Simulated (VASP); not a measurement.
# PbS (P6_3/mmc) in VASP: density of states with PBE

Aim: the density of states of PbS with PBE.

Everything below comes from runs of VASP 6.6.1. Logs are shortened: lines on timing, memory, paths and dates and some standing lists are left out, and cuts for length are marked.

**1. The cell of the first run**

The structure is hexagonal, space group P6_3/mmc (No. 194). The conventional cell has a = 4.129 Å, b = 4.129 Å, c = 7.356 Å, α = 90.00°, β = 90.00°, γ = 120.00°. Pb (site symmetry -6m2) has 6 S at 3.01 Å within 4.0 Å. Within 4.0 Å of S (site symmetry -3m) lie 6 Pb at 3.01 Å and 2 S at 3.68 Å.

**2. Density of states, PBE**

File POSCAR:

```
PbS
1.0
    4.1285688056      0.0000000000      0.0000000000
   -2.0642844028      3.5754454669      0.0000000000
    0.0000000000      0.0000000000      7.3562728277
Pb S
2 2
Direct
    0.6666666667      0.3333333333      0.7500000000
    0.3333333333      0.6666666667      0.2500000000
    0.0000000000      0.0000000000      0.0000000000
    0.0000000000      0.0000000000      0.5000000000
```

File INCAR.step1:

```
SYSTEM = PbS
PREC = Accurate
ENCUT = 520
EDIFF = 1E-6
ISMEAR = 0
SIGMA = 0.01
LREAL = .FALSE.
LASPH = .TRUE.
NELM = 80
ALGO = Normal
ISIF = 2
LWAVE = .FALSE.
LCHARG = .TRUE.
GGA = PE
NBANDS = 28
```

File KPOINTS.step1:

```
regular mesh
0
G
  12 12 6
  0 0 0
```

File INCAR.step2:

```
SYSTEM = PbS
PREC = Accurate
ENCUT = 520
EDIFF = 1E-6
ISMEAR = -5
SIGMA = 0.01
LREAL = .FALSE.
LASPH = .TRUE.
NELM = 80
ALGO = Normal
ISIF = 2
LWAVE = .FALSE.
LCHARG = .FALSE.
GGA = PE
LORBIT = 10
NEDOS = 2001
ICHARG = 11
```

File KPOINTS.step2:

```
regular mesh
0
G
  18 18 9
  0 0 0
```

Potentials or basis: VASP PAW PBE potentials, release 64 (Pb_d, S).

Command:

```bash
$ cat potpaw_PBE.64/Pb_d/POTCAR potpaw_PBE.64/S/POTCAR > POTCAR
$ cp INCAR.step1 INCAR
$ cp KPOINTS.step1 KPOINTS
$ mpirun -np 1 vasp_std > vasp.out
$ cp INCAR.step2 INCAR
$ cp KPOINTS.step2 KPOINTS
$ mpirun -np 1 vasp_std > vasp.out
```

OUTCAR:

```text
SYSTEM = PbS
   PREC = Accurate
   ENCUT = 520
   EDIFF = 1E-6
   ISMEAR = -5
   LREAL = .FALSE.
   LASPH = .TRUE.
   NELM = 80
   ISIF = 2
   GGA = PE
   LORBIT = 10
   ICHARG = 11

 ion  position               nearest neighbor table
   1  0.667  0.333  0.750-   3 3.01   4 3.01   3 3.01   4 3.01   3 3.01   4 3.01
   2  0.333  0.667  0.250-   3 3.01   4 3.01   3 3.01   4 3.01   3 3.01   4 3.01
   3  0.000  0.000  0.000-   1 3.01   2 3.01   2 3.01   1 3.01   1 3.01   2 3.01
   4  0.000  0.000  0.500-   1 3.01   2 3.01   2 3.01   1 3.01   1 3.01   2 3.01

  LATTYP: Found a hexagonal cell.
 ALAT       =     4.1285688056
 C/A-ratio  =     1.7817973187

  Lattice vectors:

 A1 = (   4.1285688056,   0.0000000000,   0.0000000000)
 A2 = (  -2.0642844028,   3.5754454669,   0.0000000000)
 A3 = (   0.0000000000,   0.0000000000,   7.3562728277)

Analysis of symmetry for initial positions (statically):
=====================================================================
 Subroutine PRICEL returns:
 Original cell was already a primitive cell.

 Routine SETGRP: Setting up the symmetry group for a
 hexagonal supercell.

 Subroutine GETGRP returns: Found 24 space group operations
 (whereof 12 operations were pure point group operations)
 out of a pool of 24 trial point group operations.

The static configuration has the point symmetry D_3d.
 The point group associated with its full space group is D_6h.

Analysis of symmetry for dynamics (positions and initial velocities):
=====================================================================
 Subroutine PRICEL returns:
 Original cell was already a primitive cell.

 Routine SETGRP: Setting up the symmetry group for a
 hexagonal supercell.

 Subroutine GETGRP returns: Found 24 space group operations
 (whereof 12 operations were pure point group operations)
 out of a pool of 24 trial point group operations.

The dynamic configuration has the point symmetry D_3d.
 The point group associated with its full space group is D_6h.

 Subroutine INISYM returns: Found 24 space group operations
 (whereof 12 operations are pure point group operations),
 and found     1 'primitive' translations

----------------------------------------------------------------------------------------

                                     Primitive cell

  volume of cell :     108.5894

  direct lattice vectors                    reciprocal lattice vectors
     4.128568806  0.000000000  0.000000000     0.242214687  0.139842715  0.000000000
    -2.064284403  3.575445467  0.000000000     0.000000000  0.279685429  0.000000000
     0.000000000  0.000000000  7.356272828     0.000000000  0.000000000  0.135938406

  length of vectors
     4.128568806  4.128568806  7.356272828     0.279685429  0.279685429  0.135938406

  position of ions in fractional coordinates (direct lattice)
     0.666666667  0.333333333  0.750000000
     0.333333333  0.666666667  0.250000000
     0.000000000  0.000000000  0.000000000
     0.000000000  0.000000000  0.500000000

  ion indices of the primitive-cell ions
   primitive index   ion index
                 1           1
                 2           2
                 3           3
                 4           4

----------------------------------------------------------------------------------------

 KPOINTS: regular mesh

Automatic generation of k-mesh.
 Grid dimensions read from file:
 generate k-points for:   18   18    9

 Generating k-lattice:

  Cartesian coordinates                     Fractional coordinates (reciprocal lattice)
     0.013456371  0.007769040  0.000000000     0.055555556  0.000000000  0.000000000
     0.000000000  0.015538079  0.000000000     0.000000000  0.055555556  0.000000000
     0.000000000  0.000000000  0.015104267     0.000000000  0.000000000  0.111111111

  Length of vectors
     0.015538079  0.015538079  0.015104267

  Shift w.r.t. Gamma in fractional coordinates (k-lattice)
     0.000000000  0.000000000  0.000000000

 TETIRR: Found   2805 inequivalent tetrahedra from    17496

 Subroutine IBZKPT returns following result:
 ===========================================

 Found    185 irreducible k-points:

 Following reciprocal coordinates:
            Coordinates               Weight
  0.000000  0.000000  0.000000      1.000000
  0.055556  0.000000  0.000000      6.000000
  0.111111  0.000000  0.000000      6.000000
  0.166667  0.000000  0.000000      6.000000
  0.222222  0.000000  0.000000      6.000000
  0.277778  0.000000  0.000000      6.000000
[... 16 lines left out ...]
  0.333333  0.111111  0.000000     12.000000
  0.388889  0.111111  0.000000     12.000000
 [... further k-points ...]
   k-points           NKPTS =    185   k-points in BZ     NKDIM =    185   number of bands    NBANDS=     24
   number of dos      NEDOS =   2001   number of ions     NIONS =      4
   total plane-waves  NPLWV =  57344
   dimension x,y,z NGX =    32 NGY =   32 NGZ =   56
   dimension x,y,z NGXF=    64 NGYF=   64 NGZF=  112
   ions per type =               2   2
   NGX,Y,Z   is equivalent  to a cutoff of  12.89, 12.89, 12.66 a.u.
   NGXF,Y,Z  is equivalent  to a cutoff of  25.77, 25.77, 25.31 a.u.
 SYSTEM =  PbS
   PREC   = accura    normal or accurate (medium, high low for compatibility)
   ISTART =      0    job   : 0-new  1-cont  2-samecut
   ICHARG =     11    charge: 1-file 2-atom 10-const
   ISPIN  =      1    spin polarized calculation?
   LNONCOLLINEAR =      F non collinear calculations
   LSORBIT =      F    spin-orbit coupling
   LASPH  =      T    aspherical Exc in radial PAW
   ENCUT  =  520.0 eV  38.22 Ry    6.18 a.u.   7.68  7.68 13.68*2*pi/ulx,y,z
   NELM   =     80;   NELMIN=  2; NELMDL=  0     # of ELM steps
   EDIFF  = 0.1E-05   stopping-criterion for ELM
   LREAL  =      F    real-space projection
[... 7 lines left out ...]
   TEBEG  =    0.0;   TEEND  =   0.0 temperature during run
   PSTRESS=    0.0 pullay stress
   NELECT =      40.0000    total number of electrons
   NUPDOWN=      -1.0000    fix difference up-down
   EMIN   =  10.00;   EMAX   =-10.00  energy-range for DOS
   EFERMI =   0.00;   METHOD = LEGACY
   ISMEAR =    -5;   SIGMA  =   0.01  broadening in eV -4-tet -1-fermi 0-gaus
   EFERMI_NEDOS =   21; number of points for ismear=-14 and -15
   IALGO  =     38    algorithm
   IMIX   =      4    mixing-type and parameters
     AMIX     =   0.40;   BMIX     =  1.00
     AMIX_MAG =   1.60;   BMIX_MAG =  1.00
  volume/ion in A,a.u.               =      27.15       183.20
  Fermi-wavevector in a.u.,A,eV,Ry     =   1.173543  2.217675 18.737985  1.377203
  Thomas-Fermi vector in A             =   2.309954
   LORBIT       =     10    0 simple, 1 ext, 2 COOP (PROOUT), +10 PAW based schemes
   GGA     = PE    functional components
   LHFCALC =     F    Hartree Fock is set to
   AEXX    =    0.0000 exact exchange contribution
   IVDW    =     0    specifies the selected vdW correction
   LEPSILON=     F    determine dielectric tensor
   LRPA    =     F    only Hartree local field effects (RPA)
 non-spin polarized calculation
 Fermi weights with tetrahedron method with Bloechl corrections
  energy-cutoff  :      520.00
  volume of cell :      108.59
 maximum number of plane-waves:      2961
 NGX is ok and might be reduce to    32

 number of electron      40.0000001 magnetization

 Free energy of the ion-electron system (eV)
  ---------------------------------------------------
  ext. energy  EPLUGINS =         0.00000000
  ---------------------------------------------------
  free energy    TOTEN  =       -17.20936198 eV

  energy without entropy =      -17.20936198  energy(sigma->0) =      -17.20936198

 E-fermi :   5.1172     XC(G=0):  -9.4919

 val. band max:        5.1113960950   @ k =   0.0000   0.0000   0.0000
 cond. band min:       5.3723822414   @ k =   0.5000   0.0000   0.0000
 fundamental gap:      0.2609861464
 Fermi energy:         5.1172199260

 k-point     1 :       0.0000    0.0000    0.0000
  band No.  band energies     occupation
      1     -11.5193      2.00000
      2     -11.5193      2.00000
      3     -11.5122      2.00000
      4     -11.5122      2.00000
      5     -11.4765      2.00000
      6     -11.4673      2.00000
[... 16 lines left out ...]
     23       7.8385      0.00000
     24      10.2832      0.00000

 k-point     2 :       0.0556    0.0000    0.0000
  band No.  band energies     occupation
      1     -11.5202      2.00000
      2     -11.5175      2.00000
      3     -11.5125      2.00000
      4     -11.5105      2.00000
      5     -11.4755      2.00000
      6     -11.4663      2.00000
[... 16 lines left out ...]
     23       7.9485      0.00000
     24       9.9536      0.00000

 k-point     3 :       0.1111    0.0000    0.0000
  band No.  band energies     occupation
      1     -11.5230      2.00000
      2     -11.5134      2.00000
      3     -11.5124      2.00000
      4     -11.5058      2.00000
      5     -11.4724      2.00000
      6     -11.4653      2.00000
[... 16 lines left out ...]
     23       8.1792      0.00000
     24       9.2294      0.00000
[... 514 lines left out ...]
 k-point    23 :       0.3333    0.1111    0.0000
  band No.  band energies     occupation
      1     -11.5450      2.00000
      2     -11.5378      2.00000
      3     -11.5185      2.00000
      4     -11.4799      2.00000
      5     -11.4727      2.00000
      6     -11.4685      2.00000
[... 16 lines left out ...]
     23       7.8381      0.00000
     24       9.3855      0.00000

 k-point    24 :       0.3889    0.1111    0.0000
  band No.  band energies     occupation
      1     -11.5476      2.00000
      2     -11.5452      2.00000
      3     -11.5193      2.00000
      4     -11.4798      2.00000
      5     -11.4719      2.00000
      6     -11.4676      2.00000
[... 16 lines left out ...]
     23       7.6619      0.00000
     24       9.5727      0.00000

 [... further k-points ...]
[... 5 lines left out ...]
  --------------------------------------------------------------------------------------
  -------------------------------------------------------------------------------------
  Total       -0.0768438     -0.0768438     -0.0600771     -0.0000000     -0.0000000      0.0000000
  in kB       -1.1337886     -1.1337886     -0.8864040     -0.0000000     -0.0000000      0.0000000
  external PRESSURE =      -1.0513271 kB  Pullay stress =       0.0000000 kB

 VOLUME and BASIS-vectors are now :
 -----------------------------------------------------------------------------
  energy-cutoff  :      520.00
  volume of cell :      108.59
      direct lattice vectors                 reciprocal lattice vectors
     4.128568806  0.000000000  0.000000000     0.242214687  0.139842715  0.000000000
    -2.064284403  3.575445467  0.000000000     0.000000000  0.279685429  0.000000000
     0.000000000  0.000000000  7.356272828     0.000000000  0.000000000  0.135938406

 POSITION                                       TOTAL-FORCE (eV/Angst)
 -----------------------------------------------------------------------------------
      2.06428      1.19182      5.51720        -0.000000      0.000000      0.000000
     -0.00000      2.38363      1.83907         0.000000     -0.000000      0.000000
      0.00000      0.00000      0.00000        -0.000000      0.000000      0.000000
      0.00000      0.00000      3.67814        -0.000000      0.000000      0.000000
 -----------------------------------------------------------------------------------
    total drift:                               -0.000000      0.000000     -0.000000

  FREE ENERGIE OF THE ION-ELECTRON SYSTEM (eV)
  ---------------------------------------------------
  free  energy   TOTEN  =       -17.2093619773 eV

  energy  without entropy=      -17.2093619773  energy(sigma->0) =      -17.20936198

 total charge

# of ion       s       p       d       tot
------------------------------------------
    1        1.484   0.490   9.839  11.813
    2        1.484   0.490   9.839  11.813
    3        1.352   2.326   0.000   3.678
    4        1.352   2.326   0.000   3.678
--------------------------------------------------
tot          5.672   5.632  19.678  30.982
```

Run time: 6.7 min. Hardware: 1 thread of Intel Xeon 6975P-C, shared host; peak memory 0.52 GiB.

What came out:

- Valence electrons inside the program's atomic spheres: Pb 11.81; S 3.68

Levels at points of the mesh, in eV from the valence-band top:
```csv
k point,band 18,band 19,band 20,band 21,band 22,band 23
"(0.00, 0.00, 0.00)",-1.00,-1.00,0.00,1.41,2.73,2.73
"(0.50, 0.00, 0.00)",-1.30,-0.74,-0.01,0.26,1.99,2.27
```

Caveat: spin-orbit coupling is left out, which moves the levels of the heavy elements.
